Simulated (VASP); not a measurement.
# Mg3W (Pm-3m) in VASP: a series of runs, part 2 of 2

VASP 6.6.1. The steps go on from the part before.

### Step 4. Relaxation of cell and atoms, PBE

File INCAR:

```
SYSTEM = Mg3W
PREC = Accurate
ENCUT = 600
EDIFF = 1E-6
ISMEAR = 0
SIGMA = 0.1
LREAL = .False.
LASPH = .True.
NELM = 60
ALGO = Normal
ISIF = 3
LWAVE = .False.
LCHARG = .False.
GGA = PE
IBRION = 2
NSW = 90
EDIFFG = -0.04
```

File KPOINTS:

```
regular mesh
0
Gamma
  4 4 4
  0 0 0
```

File POSCAR:

```
Mg3W
1.0
    4.1279820817      0.0000000000      0.0000000000
    0.0000000000      4.1279820817      0.0000000000
    0.0000000000      0.0000000000      4.1279820817
Mg W
3 1
Direct
    0.0000000000      0.5000000000      0.5000000000
    0.5000000000      0.0000000000      0.5000000000
    0.5000000000      0.5000000000      0.0000000000
    0.0000000000      0.0000000000      0.0000000000
```

Potentials or basis: VASP PAW PBE potentials, release 64 (Mg, W_sv).

Launch:

```sh
> cat potpaw_PBE.64/Mg/POTCAR potpaw_PBE.64/W_sv/POTCAR > POTCAR
> mpirun -np 1 vasp_std > vasp.out
```

OUTCAR:

```text
SYSTEM = Mg3W
   PREC = Accurate
   ENCUT = 600
   EDIFF = 1E-6
   ISMEAR = 0
   LREAL = .False.
   LASPH = .True.
   NELM = 60
   ISIF = 3
   GGA = PE
   IBRION = 2
   NSW = 90
   EDIFFG = -0.04

 ion  position               nearest neighbor table
   1  0.000  0.500  0.500-   2 2.92   3 2.92   4 2.92   3 2.92   4 2.92   2 2.92   4 2.92   4 2.92
                             2 2.92   3 2.92   3 2.92   2 2.92
   2  0.500  0.000  0.500-   1 2.92   3 2.92   4 2.92   3 2.92   4 2.92   1 2.92   3 2.92   3 2.92
                             1 2.92   4 2.92   4 2.92   1 2.92
   3  0.500  0.500  0.000-   1 2.92   2 2.92   4 2.92   1 2.92   2 2.92   2 2.92   4 2.92   2 2.92
                             1 2.92   4 2.92   1 2.92   4 2.92
   4  0.000  0.000  0.000-   1 2.92   2 2.92   3 2.92   1 2.92   2 2.92   1 2.92   3 2.92   1 2.92
                             2 2.92   3 2.92   2 2.92   3 2.92

  LATTYP: Found a simple cubic cell.
 ALAT       =     4.1279820817

  Lattice vectors:

 A1 = (   4.1279820817,   0.0000000000,   0.0000000000)
 A2 = (   0.0000000000,   4.1279820817,   0.0000000000)
 A3 = (   0.0000000000,   0.0000000000,   4.1279820817)

Analysis of symmetry for initial positions (statically):
=====================================================================
 Subroutine PRICEL returns:
 Original cell was already a primitive cell.

 Routine SETGRP: Setting up the symmetry group for a
 simple cubic supercell.

 Subroutine GETGRP returns: Found 48 space group operations
 (whereof 48 operations were pure point group operations)
 out of a pool of 48 trial point group operations.

The static configuration has the point symmetry O_h .

Analysis of symmetry for dynamics (positions and initial velocities):
=====================================================================
 Subroutine PRICEL returns:
 Original cell was already a primitive cell.

 Routine SETGRP: Setting up the symmetry group for a
 simple cubic supercell.

 Subroutine GETGRP returns: Found 48 space group operations
[... 107 lines left out ...]
   ISMEAR =     0;   SIGMA  =   0.10  broadening in eV -4-tet -1-fermi 0-gaus
   EFERMI_NEDOS =   21; number of points for ismear=-14 and -15
   IALGO  =     38    algorithm
   IMIX   =      4    mixing-type and parameters
     AMIX     =   0.40;   BMIX     =  1.00
     AMIX_MAG =   1.60;   BMIX_MAG =  1.00
  volume/ion in A,a.u.               =      17.59       118.67
  Fermi-wavevector in a.u.,A,eV,Ry     =   1.076499  2.034288 15.767117  1.158850
  Thomas-Fermi vector in A             =   2.212385
   LORBIT       =      0    0 simple, 1 ext, 2 COOP (PROOUT), +10 PAW based schemes
   GGA     = PE    functional components
   LHFCALC =     F    Hartree Fock is set to
   AEXX    =    0.0000 exact exchange contribution
   IVDW    =     0    specifies the selected vdW correction
   LEPSILON=     F    determine dielectric tensor
   LRPA    =     F    only Hartree local field effects (RPA)
 conjugate gradient relaxation of ions
 non-spin polarized calculation
 Gauss-broadening in eV      SIGMA  =   0.10
  energy-cutoff  :      600.00
  volume of cell :       70.34
 maximum number of plane-waves:      2360
 NGX is ok and might be reduce to    36
   NGX = 17   NGY = 17   NGZ = 17

--------------------------------------- Ionic step        1  -------------------------------------------

 number of electron      20.0000000 magnetization

 Free energy of the ion-electron system (eV)
  ---------------------------------------------------
  ext. energy  EPLUGINS =         0.00000000
  ---------------------------------------------------
  free energy    TOTEN  =       -15.33313994 eV

  energy without entropy =      -15.32386541  energy(sigma->0) =      -15.32850268

------------------------ aborting loop because EDIFF is reached ----------------------------------------

  FORCE on cell =-STRESS in cart. coord.  units (eV):
  Direction    XX          YY          ZZ          XY          YZ          ZX
  --------------------------------------------------------------------------------------
  -------------------------------------------------------------------------------------
  Total        1.9468007      1.9468007      1.9468007      0.0000000      0.0000000     -0.0000000
  in kB       44.3423469     44.3423469     44.3423469      0.0000000      0.0000000     -0.0000000
  external PRESSURE =      44.3423469 kB  Pullay stress =       0.0000000 kB
[... 63 lines left out ...]
--------------------------------------- Ionic step        3  -------------------------------------------

 number of electron      20.0000002 magnetization

 Free energy of the ion-electron system (eV)
  ---------------------------------------------------
  ext. energy  EPLUGINS =         0.00000000
  ---------------------------------------------------
  free energy    TOTEN  =       -15.38139651 eV

  energy without entropy =      -15.37189932  energy(sigma->0) =      -15.37664792

 E-fermi :   4.5879     XC(G=0): -10.0972

 val. band max:        4.5703363534   @ k =   0.5000   0.5000   0.2500
 cond. band min:       4.6460599706   @ k =   0.0000   0.0000   0.0000
 fundamental gap:      0.0757236172
 Fermi energy:         4.5878993078

 k-point     1 :       0.0000    0.0000    0.0000
  band No.  band energies     occupation
      1     -69.0773      2.00000
      2     -33.2490      2.00000
      3     -33.2490      2.00000
      4     -33.2490      2.00000
      5      -2.9098      2.00000
      6       2.6831      2.00000
      7       2.6831      2.00000
      8       4.6461      0.41078
      9       4.6461      0.41076
     10       4.6461      0.41075
     11       5.3870      0.00000
     12       5.3870      0.00000
     13       5.3870      0.00000
     14       6.0990      0.00000
[... 182 lines left out ...]
  FREE ENERGIE OF THE ION-ELECTRON SYSTEM (eV)
  ---------------------------------------------------
  free  energy   TOTEN  =       -15.3813965126 eV

  energy  without entropy=      -15.3718993218  energy(sigma->0) =      -15.37664792

 reached required accuracy - stopping structural energy minimisation
```

OSZICAR:

```text
N       E                     dE             d eps       ncg     rms          rms(c)
DAV:   1     0.109676848295E+03    0.10968E+03   -0.10123E+04   280   0.145E+03
DAV:   2    -0.115864205722E+02   -0.12126E+03   -0.11956E+03   322   0.321E+02
DAV:   3    -0.159900348900E+02   -0.44036E+01   -0.41635E+01   398   0.477E+01
[... 27 lines left out ...]
DAV:   4    -0.153814998149E+02    0.17403E-02   -0.81189E-03   280   0.884E-01    0.267E-01
DAV:   5    -0.153813858158E+02    0.11400E-03   -0.82921E-04   280   0.267E-01    0.873E-02
DAV:   6    -0.153813989866E+02   -0.13171E-04   -0.61168E-05   312   0.660E-02    0.792E-03
DAV:   7    -0.153813967581E+02    0.22285E-05   -0.12084E-05   286   0.221E-02    0.163E-03
DAV:   8    -0.153813965126E+02    0.24549E-06   -0.37711E-07   140   0.488E-03
   3 F= -.15381397E+02 E0= -.15376648E+02  d E =-.482566E-01
```

CONTCAR:

```text
Mg3W
   1.00000000000000
     4.1979228734230620    0.0000000000000000   -0.0000000000000000
     0.0000000000000000    4.1979228734230620    0.0000000000000000
     0.0000000000000000    0.0000000000000000    4.1979228734230620
  Mg              W
     3     1
Direct
     0.0000000000000000    0.5000000000000000    0.5000000000000000
     0.5000000000000000    0.0000000000000000    0.5000000000000000
     0.5000000000000000    0.5000000000000000    0.0000000000000000
     0.0000000000000000    0.0000000000000000    0.0000000000000000

  0.00000000E+00  0.00000000E+00  0.00000000E+00
  0.00000000E+00  0.00000000E+00  0.00000000E+00
  0.00000000E+00  0.00000000E+00  0.00000000E+00
  0.00000000E+00  0.00000000E+00  0.00000000E+00
```

Wall time 23 s (1 thread of AMD EPYC 9R45 (Zen 5), shared host); peak memory 0.18 GiB.

What came out:

| Property | Result |
| --- | --- |
| Free energy | -15.3814 eV |
| Relaxed volume | 18.49 Å³/atom |
| Relaxed cell | a = 4.198 Å, b = 4.198 Å, c = 4.198 Å, α = 90.00°, β = 90.00°, γ = 90.00° |
| Space group after relaxing (to 0.05 Å) | Pm-3m (No. 221) |
| Energy gained by relaxing | 12.1 meV/atom |
| Ionic steps | 3 |
| Pressure after relaxing | 0.0 GPa |
| Band gap on the k mesh | zero (band 10 reaches 4.80 eV, above the bottom of band 11 at 3.78 eV) |

The path:
| step | energy change (eV) | largest force (eV/Å) | pressure (GPa) | volume (Å³) |
| --- | --- | --- | --- | --- |
| 1 | 0.0000 | 0.0000 | 4.43 | 70.34 |
| 2 | -0.0417 | 0.0000 | -1.46 | 75.41 |
| 3 | -0.0483 | 0.0000 | 0.02 | 73.98 |

Final structure:
```cif
data_structure
_symmetry_space_group_name_H-M 'P 1'
_symmetry_Int_Tables_number 1
_cell_length_a 4.1979
_cell_length_b 4.1979
_cell_length_c 4.1979
_cell_angle_alpha 90.000
_cell_angle_beta 90.000
_cell_angle_gamma 90.000
_cell_volume 73.98
loop_
_atom_site_label
_atom_site_type_symbol
_atom_site_fract_x
_atom_site_fract_y
_atom_site_fract_z
_atom_site_occupancy
Mg1 Mg 0.00000 0.50000 0.50000 1
Mg2 Mg 0.50000 0.00000 0.50000 1
Mg3 Mg 0.50000 0.50000 0.00000 1
W1 W 0.00000 0.00000 0.00000 1
```

Caveat: the k points lie up to 0.37 Å⁻¹ apart in the final cell; spin-orbit coupling is left out, which moves the levels of the heavy elements.

### Step 5. The runs side by side

| task | cell | cutoff (eV) | gap on the mesh (eV) | pressure (GPa) |
| --- | --- | --- | --- | --- |
| single point | a = 4.128 Å, 4 atoms | 520 | none | 4.4 |
| single point | a = 4.204 Å, 4 atoms | 520 | none | -0.4 |
| relaxation of cell and atoms | relaxed from a = 4.128 Å, 4 atoms | 600 | none | 0.0 |

Alike in all rows: level PBE; potentials or basis VASP PAW PBE potentials, release 64 (Mg, W_sv); no spin polarisation; k mesh 4 × 4 × 4; smearing gaussian 0.1 eV.

Caveats: all runs use coarse meshes; spin-orbit coupling is left out, which moves the levels of the heavy elements.

Total energies depend on the potentials used, so only differences within one code and one set of settings carry meaning.
